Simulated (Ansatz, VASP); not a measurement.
## WS2: VASP beside Ansatz

```
CELL_PARAMETERS angstrom
1.59479 0.92075 6.16333
-1.59479 0.92075 6.16333
0.00000 -1.84151 6.16333
ATOMIC_POSITIONS crystal
W 0.00000 0.00000 0.00000
S 0.75030 0.75030 0.75030
S 0.58100 0.58100 0.58100
```

Change from the starting cell: equal xx and yy strain of +1 %.

Alike in both runs: task single point; functional PBEsol; k mesh 15 × 15 × 15; occupations fermi-dirac, width 0.03 eV; no spin polarisation.

|  | VASP | Ansatz |
| --- | --- | --- |
| version | VASP 6.6.1 | Ansatz 0.2.0 |
| potentials or method | VASP PAW PBE potentials, release 64 (W_sv, S), cutoff 520 eV | all-electron LAPW, scalar-relativistic |

Ansatz gave:

| Quantity | Value |
| --- | --- |
| pressure (GPa) | -3.7 |
| traceless stress, the component that is largest in VASP (GPa) | 1.64 |
| rms of the force components (eV/Å) | 0.269 |

Question: Estimate VASP's values.

Answer: Pressure (GPa): -3.6; traceless stress, the component that is largest in VASP (GPa): 1.68; rms of the force components (eV/Å): 0.266.

VASP's potentials were made for PBE, not for PBEsol. Atom by atom the forces differ by 0.008 eV/Å (rms over components). Ansatz ran all-electron here, and VASP with PAW potentials.

Spin-orbit coupling is off throughout.
